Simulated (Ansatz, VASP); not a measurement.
## EuS: VASP beside Ansatz

```
Eu S
1.0
     0.00000    2.95851    2.95851
     2.95851    0.00000    2.95851
     2.95851    2.95851    0.00000
Eu S
1 1
Direct
  0.00000 0.00000 0.00000
  0.50000 0.50000 0.50000
```

Alike in both runs: task single point; functional PBEsol; dispersion D3(BJ); k mesh 8 × 8 × 8; occupations fermi-dirac, width 0.05 eV; collinear spin.

|  | VASP | Ansatz |
| --- | --- | --- |
| version | VASP 6.6.1 | Ansatz 0.2.0 |
| potentials or method | VASP PAW PBE potentials, release 64 (Eu, S) | Ansatz PAW |
| plane-wave cutoff (eV) | 600 | 420 |
| valence electrons in the cell | 23 | 23 |

Ansatz gave:

```
gap on the k mesh at the Fermi level (eV)                     : none
pressure (GPa)                                                : -7.0
net moment per atom (μB)                                      : 3.48
size of the moment on the site where the two differ most (μB) : 6.73
```

Which values does VASP return?

gap on the k mesh at the Fermi level (eV): none; pressure (GPa): -7.2; net moment per atom (μB): 3.48; size of the moment on the site where the two differ most (μB): 6.58.

VASP's potentials were made for PBE, not for PBEsol. Site moments also hang on the region over which each program counts them. A gap of «none» marks a metal or a gap that the smearing closes.

Spin-orbit coupling is off throughout.
